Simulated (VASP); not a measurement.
# TiO2 (P4_2/mnm) in VASP: a series of runs

The runs below take TiO2 through single point, relaxation of cell and atoms, with LDA.

Program: VASP 6.6.1. These are calculated values, not measurements. Logs are shortened: lines on timing, memory, paths and dates and some standing lists are left out, and cuts for length are marked.

## 1. The cell of the first run

The structure is tetragonal, space group P4_2/mnm (No. 136). Conventional cell: a = 4.592 Å, b = 4.592 Å, c = 2.957 Å, α = 90.00°, β = 90.00°, γ = 90.00°. Within 2.6 Å of Ti (site symmetry mmm) lie 6 O at 1.95 to 1.98 Å. Within 2.6 Å of O (site symmetry m2m) lie 3 Ti at 1.95 to 1.98 Å and 1 O at 2.53 Å.

## 2. Single point, LDA

Input file INCAR:

```
SYSTEM = TiO2
  ALGO = Normal
  EDIFF = 1E-6
  ENCUT = 520
  ISIF = 2
  ISMEAR = 0
  LASPH = .TRUE.
  LCHARG = .FALSE.
  LREAL = .FALSE.
  LWAVE = .FALSE.
  NBANDS = 33
  NELM = 60
  PREC = Accurate
  SIGMA = 0.1
```

Input file KPOINTS:

```
k-points
0
G
  4 4 6
  0 0 0
```

Input file POSCAR:

```
TiO2
1.0
    4.5922000000      0.0000000000      0.0000000000
    0.0000000000      4.5922000000      0.0000000000
    0.0000000000      0.0000000000      2.9574000000
Ti O
2 4
Direct
    0.0000000000      0.0000000000      0.0000000000
    0.5000000000      0.5000000000      0.5000000000
    0.3049600000      0.3049600000      0.0000000000
    0.1950400000      0.8049600000      0.5000000000
    0.6950400000      0.6950400000      0.0000000000
    0.8049600000      0.1950400000      0.5000000000
```

Potentials or basis: VASP PAW LDA potentials, release 64 (Ti_sv, O).

Run with:

```console
$ cat potpaw_LDA.64/Ti_sv/POTCAR potpaw_LDA.64/O/POTCAR > POTCAR
$ mpirun -np 1 vasp_std > vasp.out
```

OUTCAR:

```text
SYSTEM = TiO2
   EDIFF = 1E-6
   ENCUT = 520
   ISIF = 2
   ISMEAR = 0
   LASPH = .TRUE.
   LREAL = .FALSE.
   NELM = 60
   PREC = Accurate

 ion  position               nearest neighbor table
   1  0.000  0.000  0.000-   4 1.95   6 1.95   4 1.95   6 1.95   5 1.98   3 1.98
   2  0.500  0.500  0.500-   3 1.95   5 1.95   3 1.95   5 1.95   4 1.98   6 1.98
   3  0.305  0.305  0.000-   2 1.95   2 1.95   1 1.98
   4  0.195  0.805  0.500-   1 1.95   1 1.95   2 1.98
   5  0.695  0.695  0.000-   2 1.95   2 1.95   1 1.98
   6  0.805  0.195  0.500-   1 1.95   1 1.95   2 1.98

  LATTYP: Found a simple tetragonal cell.
 ALAT       =     4.5922000000
 C/A-ratio  =     0.6440050520

  Lattice vectors:

 A1 = (   4.5922000000,   0.0000000000,   0.0000000000)
 A2 = (   0.0000000000,   4.5922000000,   0.0000000000)
 A3 = (   0.0000000000,   0.0000000000,   2.9574000000)

Analysis of symmetry for initial positions (statically):
=====================================================================
 Subroutine PRICEL returns:
 Original cell was already a primitive cell.

 Routine SETGRP: Setting up the symmetry group for a
 simple tetragonal supercell.

 Subroutine GETGRP returns: Found 16 space group operations
 (whereof  8 operations were pure point group operations)
 out of a pool of 16 trial point group operations.

The static configuration has the point symmetry D_2h.
 The point group associated with its full space group is D_4h.

Analysis of symmetry for dynamics (positions and initial velocities):
=====================================================================
 Subroutine PRICEL returns:
 Original cell was already a primitive cell.

 Routine SETGRP: Setting up the symmetry group for a
 simple tetragonal supercell.

 Subroutine GETGRP returns: Found 16 space group operations
 (whereof  8 operations were pure point group operations)
 out of a pool of 16 trial point group operations.

The dynamic configuration has the point symmetry D_2h.
 The point group associated with its full space group is D_4h.

 Subroutine INISYM returns: Found 16 space group operations
 (whereof  8 operations are pure point group operations),
 and found     1 'primitive' translations

----------------------------------------------------------------------------------------

                                     Primitive cell

  volume of cell :      62.3665

  direct lattice vectors                    reciprocal lattice vectors
     4.592200000  0.000000000  0.000000000     0.217760550  0.000000000  0.000000000
     0.000000000  4.592200000  0.000000000     0.000000000  0.217760550  0.000000000
     0.000000000  0.000000000  2.957400000     0.000000000  0.000000000  0.338134848

  length of vectors
     4.592200000  4.592200000  2.957400000     0.217760550  0.217760550  0.338134848

  position of ions in fractional coordinates (direct lattice)
     0.000000000  0.000000000  0.000000000
     0.500000000  0.500000000  0.500000000
     0.304960000  0.304960000  0.000000000
     0.195040000  0.804960000  0.500000000
     0.695040000  0.695040000  0.000000000
     0.804960000  0.195040000  0.500000000

  ion indices of the primitive-cell ions
   primitive index   ion index
                 1           1
                 2           2
                 3           3
                 4           4
                 5           5
                 6           6

----------------------------------------------------------------------------------------

 KPOINTS: k-points

Automatic generation of k-mesh.
 Grid dimensions read from file:
 generate k-points for:    4    4    6

 Generating k-lattice:

  Cartesian coordinates                     Fractional coordinates (reciprocal lattice)
     0.054440138  0.000000000  0.000000000     0.250000000  0.000000000  0.000000000
     0.000000000  0.054440138  0.000000000     0.000000000  0.250000000  0.000000000
     0.000000000  0.000000000  0.056355808     0.000000000  0.000000000  0.166666667

  Length of vectors
     0.054440138  0.054440138  0.056355808

  Shift w.r.t. Gamma in fractional coordinates (k-lattice)
     0.000000000  0.000000000  0.000000000

 Subroutine IBZKPT returns following result:
 ===========================================

 Found     24 irreducible k-points:

 Following reciprocal coordinates:
            Coordinates               Weight
  0.000000  0.000000  0.000000      1.000000
  0.250000  0.000000  0.000000      4.000000
  0.500000  0.000000  0.000000      2.000000
  0.250000  0.250000  0.000000      4.000000
  0.500000  0.250000  0.000000      4.000000
  0.500000  0.500000  0.000000      1.000000
[... 16 lines left out ...]
  0.500000  0.250000  0.500000      4.000000
  0.500000  0.500000  0.500000      1.000000
   k-points           NKPTS =     24   k-points in BZ     NKDIM =     24   number of bands    NBANDS=     33
   number of dos      NEDOS =    301   number of ions     NIONS =      6
   total plane-waves  NPLWV =  31104
   dimension x,y,z NGX =    36 NGY =   36 NGZ =   24
   dimension x,y,z NGXF=    72 NGYF=   72 NGZF=   48
   ions per type =               2   4
   NGX,Y,Z   is equivalent  to a cutoff of  13.03, 13.03, 13.49 a.u.
   NGXF,Y,Z  is equivalent  to a cutoff of  26.07, 26.07, 26.98 a.u.
 SYSTEM =  TiO2
   PREC   = accura    normal or accurate (medium, high low for compatibility)
   ISTART =      0    job   : 0-new  1-cont  2-samecut
   ICHARG =      2    charge: 1-file 2-atom 10-const
   ISPIN  =      1    spin polarized calculation?
   LNONCOLLINEAR =      F non collinear calculations
   LSORBIT =      F    spin-orbit coupling
   LASPH  =      T    aspherical Exc in radial PAW
   ENCUT  =  520.0 eV  38.22 Ry    6.18 a.u.   8.54  8.54  5.50*2*pi/ulx,y,z
   NELM   =     60;   NELMIN=  2; NELMDL= -5     # of ELM steps
   EDIFF  = 0.1E-05   stopping-criterion for ELM
   LREAL  =      F    real-space projection
   EDIFFG = 0.1E-04   stopping-criterion for IOM
   NSW    =      0    number of steps for IOM
   IBRION =     -1    ionic relax: 0-MD 1-quasi-New 2-CG
   NFREE  =      0    steps in history (QN), initial steepest desc. (CG)
   ISIF   =      2    stress and relaxation
   ISYM   =      2    0-nonsym 1-usesym 2-fastsym
   POTIM  = 0.5000    time-step for ionic-motion
   TEBEG  =    0.0;   TEEND  =   0.0 temperature during run
   PSTRESS=    0.0 pullay stress
   NELECT =      48.0000    total number of electrons
   NUPDOWN=      -1.0000    fix difference up-down
   EMIN   =  10.00;   EMAX   =-10.00  energy-range for DOS
   EFERMI =   0.00;   METHOD = LEGACY
   ISMEAR =     0;   SIGMA  =   0.10  broadening in eV -4-tet -1-fermi 0-gaus
   EFERMI_NEDOS =   21; number of points for ismear=-14 and -15
   IALGO  =     38    algorithm
   IMIX   =      4    mixing-type and parameters
     AMIX     =   0.40;   BMIX     =  1.00
     AMIX_MAG =   1.60;   BMIX_MAG =  1.00
  volume/ion in A,a.u.               =      10.39        70.15
  Fermi-wavevector in a.u.,A,eV,Ry     =   1.500277  2.835112 30.624403  2.250830
  Thomas-Fermi vector in A             =   2.611798
   LORBIT       =      0    0 simple, 1 ext, 2 COOP (PROOUT), +10 PAW based schemes
   GGA     = CA    functional components
   LHFCALC =     F    Hartree Fock is set to
   AEXX    =    0.0000 exact exchange contribution
   IVDW    =     0    specifies the selected vdW correction
   LEPSILON=     F    determine dielectric tensor
   LRPA    =     F    only Hartree local field effects (RPA)
 non-spin polarized calculation
 Gauss-broadening in eV      SIGMA  =   0.10
  energy-cutoff  :      520.00
  volume of cell :       62.37
 maximum number of plane-waves:      1720
 NGX is ok and might be reduce to    36
   NGX = 17   NGY = 17   NGZ = 11

 number of electron      48.0000022 magnetization

 Free energy of the ion-electron system (eV)
  ---------------------------------------------------
  ext. energy  EPLUGINS =         0.00000000
  ---------------------------------------------------
  free energy    TOTEN  =       -58.74161525 eV

  energy without entropy =      -58.74161525  energy(sigma->0) =      -58.74161525

 E-fermi :   5.1300     XC(G=0): -11.9973

 val. band max:        4.5651932323   @ k =   0.0000   0.0000   0.0000
 cond. band min:       6.3486103766   @ k =   0.0000   0.0000   0.0000
 fundamental gap:      1.7834171443
 Fermi energy:         5.1299892285

 k-point     1 :       0.0000    0.0000    0.0000
  band No.  band energies     occupation
      1     -51.6150      2.00000
      2     -51.5963      2.00000
      3     -28.3256      2.00000
      4     -28.3256      2.00000
      5     -28.1538      2.00000
      6     -28.1538      2.00000
[... 25 lines left out ...]
     32      11.2128      0.00000
     33      11.2340      0.00000

 k-point     2 :       0.2500    0.0000    0.0000
  band No.  band energies     occupation
      1     -51.6122      2.00000
      2     -51.5990      2.00000
      3     -28.3056      2.00000
      4     -28.3038      2.00000
      5     -28.1779      2.00000
      6     -28.1761      2.00000
[... 25 lines left out ...]
     32      11.0224      0.00000
     33      11.0576      0.00000

 k-point     3 :       0.5000    0.0000    0.0000
  band No.  band energies     occupation
      1     -51.6056      2.00000
      2     -51.6056      2.00000
      3     -28.2699      2.00000
      4     -28.2699      2.00000
      5     -28.2141      2.00000
      6     -28.2141      2.00000
[... 25 lines left out ...]
     32      10.6786      0.00000
     33      10.8512      0.00000

 k-point     4 :       0.2500    0.2500    0.0000
  band No.  band energies     occupation
      1     -51.6103      2.00000
      2     -51.6009      2.00000
      3     -28.3324      2.00000
      4     -28.2704      2.00000
      5     -28.2136      2.00000
      6     -28.1496      2.00000
[... 673 lines left out ...]
     32      10.4372      0.00000
     33      10.6237      0.00000

 k-point    23 :       0.5000    0.2500    0.5000
  band No.  band energies     occupation
      1     -51.5620      2.00000
      2     -51.5620      2.00000
      3     -28.5814      2.00000
      4     -28.5814      2.00000
      5     -28.1721      2.00000
      6     -28.1721      2.00000
[... 25 lines left out ...]
     32       9.8244      0.00000
     33      11.3517      0.00000

 k-point    24 :       0.5000    0.5000    0.5000
  band No.  band energies     occupation
      1     -51.5620      2.00000
      2     -51.5620      2.00000
      3     -28.5753      2.00000
      4     -28.5753      2.00000
      5     -28.1783      2.00000
      6     -28.1783      2.00000
[... 25 lines left out ...]
     32      10.4948      0.00000
     33      10.6095      0.00000

------------------------ aborting loop because EDIFF is reached ----------------------------------------

  FORCE on cell =-STRESS in cart. coord.  units (eV):
  Direction    XX          YY          ZZ          XY          YZ          ZX
  --------------------------------------------------------------------------------------
  -------------------------------------------------------------------------------------
  Total       -2.3086909     -2.3086909     -3.3422517      0.0000000      0.0000000      0.0000000
  in kB      -59.3095618    -59.3095618    -85.8614212      0.0000000      0.0000000      0.0000000
  external PRESSURE =     -68.1601816 kB  Pullay stress =       0.0000000 kB

 VOLUME and BASIS-vectors are now :
 -----------------------------------------------------------------------------
  energy-cutoff  :      520.00
  volume of cell :       62.37
      direct lattice vectors                 reciprocal lattice vectors
     4.592200000  0.000000000  0.000000000     0.217760550  0.000000000  0.000000000
     0.000000000  4.592200000  0.000000000     0.000000000  0.217760550  0.000000000
     0.000000000  0.000000000  2.957400000     0.000000000  0.000000000  0.338134848

 POSITION                                       TOTAL-FORCE (eV/Angst)
 -----------------------------------------------------------------------------------
      0.00000      0.00000      0.00000        -0.000000     -0.000000      0.000000
      2.29610      2.29610      1.47870        -0.000000     -0.000000      0.000000
      1.40044      1.40044      0.00000        -0.002383     -0.002383     -0.000000
      0.89566      3.69654      1.47870         0.002383     -0.002383      0.000000
      3.19176      3.19176      0.00000         0.002383      0.002383      0.000000
      3.69654      0.89566      1.47870        -0.002383      0.002383      0.000000
 -----------------------------------------------------------------------------------
    total drift:                                0.000000      0.000000     -0.000000

  FREE ENERGIE OF THE ION-ELECTRON SYSTEM (eV)
  ---------------------------------------------------
  free  energy   TOTEN  =       -58.7416152542 eV

  energy  without entropy=      -58.7416152542  energy(sigma->0) =      -58.74161525
```

Run time: 36 s. Hardware: 1 thread of Intel Xeon Platinum 8488C (Sapphire Rapids), shared host; peak memory 0.17 GiB.

Results:

| Quantity | Value |
| --- | --- |
| Free energy | -58.7416 eV |
| Pressure | -6.8 GPa |
| Largest force | 0.003 eV/Å |
| Band gap on the k mesh | 1.78 eV |

Forces on the atoms (eV/Å):
```
Ti   0.000  0.000  0.000
Ti   0.000  0.000  0.000
O   -0.002 -0.002  0.000
O    0.002 -0.002  0.000
O    0.002  0.002  0.000
O   -0.002  0.002  0.000
```

Stress tensor (GPa, compression positive):
```
-5.93  0.00  0.00
 0.00 -5.93  0.00
 0.00  0.00 -8.59
```

Levels at points of the mesh, in eV from the valence-band top:
```
           k point  band 20  band 21  band 22  band 23  band 24  band 25  band 26  band 27  band 28  band 29
(0.00, 0.00, 0.00)    -2.00    -0.70    -0.45    -0.45     0.00     1.78     2.08     2.33     2.42     2.42
(0.50, 0.00, 0.00)    -3.07    -1.66    -1.66    -0.76    -0.76     2.47     2.47     2.96     2.96     3.52
(0.50, 0.50, 0.00)    -2.24    -1.31    -1.31    -1.07    -1.07     1.83     1.83     2.45     2.45     3.80
(0.00, 0.00, 0.50)    -2.76    -2.44    -2.44    -1.44    -1.44     2.92     2.92     3.10     3.10     3.64
(0.50, 0.00, 0.50)    -2.41    -2.09    -2.09    -1.05    -1.05     1.81     1.81     3.12     3.12     3.89
(0.50, 0.50, 0.50)    -2.73    -1.31    -1.31    -0.68    -0.68     2.52     2.52     3.15     3.15     3.16
```

Caveat: the cell stands under tension.

## 3. Single point, LDA

This run uses another cell than the first one, of 10.06 Å³/atom.

Input file INCAR:

```
SYSTEM = TiO2
  ALGO = Normal
  EDIFF = 1E-6
  ENCUT = 520
  ISIF = 2
  ISMEAR = 0
  LASPH = .True.
  LCHARG = .False.
  LREAL = .False.
  LWAVE = .False.
  NBANDS = 33
  NELM = 80
  PREC = Accurate
  SIGMA = 0.02
```

Input file KPOINTS:

```
k-points
0
Gamma
  6 6 10
  0 0 0
```

Input file POSCAR:

```
TiO2
1.0
    4.5490096899      0.0000000000      0.0000000000
    0.0000000000      4.5490096899      0.0000000000
    0.0000000000      0.0000000000      2.9174759028
Ti O
2 4
Direct
    0.0000000000      0.0000000000      0.0000000000
    0.5000000000      0.5000000000      0.5000000000
    0.3039445652      0.3039445652      0.0000000000
    0.1960554348      0.8039445652      0.5000000000
    0.6960554348      0.6960554348      0.0000000000
    0.8039445652      0.1960554348      0.5000000000
```

Potentials or basis: VASP PAW LDA potentials, release 64 (Ti_sv, O).

Run with:

```console
$ cat potpaw_LDA.64/Ti_sv/POTCAR potpaw_LDA.64/O/POTCAR > POTCAR
$ mpirun -np 1 vasp_std > vasp.out
```

It took 81 s on 1 thread of Intel Xeon Platinum 8488C (Sapphire Rapids), shared host; peak memory 0.21 GiB.

Results (log left out):

```yaml
Free_energy: -58.7777 eV
Pressure: 1.1 GPa
Largest_force: 0.033 eV/Å
Band_gap_on_the_k_mesh: 1.83 eV
```

Forces on the atoms (eV/Å):
```
Ti   0.000  0.000  0.000
Ti   0.000  0.000  0.000
O   -0.023 -0.023  0.000
O    0.023 -0.023  0.000
O    0.023  0.023  0.000
O   -0.023  0.023  0.000
```

Stress tensor (GPa, compression positive):
```
0.98 0.00 0.00
0.00 0.98 0.00
0.00 0.00 1.45
```

Levels at points of the mesh, in eV from the valence-band top:
| k point | band 22 | band 23 | band 24 | band 25 | band 26 | band 27 |
| --- | --- | --- | --- | --- | --- | --- |
| (0.00, 0.00, 0.00) | -0.47 | -0.47 | 0.00 | 1.83 | 2.11 | 2.42 |
| (0.50, 0.00, 0.00) | -1.69 | -0.79 | -0.79 | 2.54 | 2.54 | 3.11 |
| (0.50, 0.50, 0.00) | -1.31 | -1.11 | -1.11 | 1.87 | 1.87 | 2.56 |
| (0.00, 0.00, 0.50) | -2.58 | -1.47 | -1.47 | 3.05 | 3.05 | 3.29 |
| (0.50, 0.00, 0.50) | -2.15 | -1.11 | -1.11 | 1.87 | 1.87 | 3.31 |
| (0.50, 0.50, 0.50) | -1.39 | -0.68 | -0.68 | 2.62 | 2.62 | 3.25 |

A k mesh can miss the band edges.

[end of part 1 of 2]
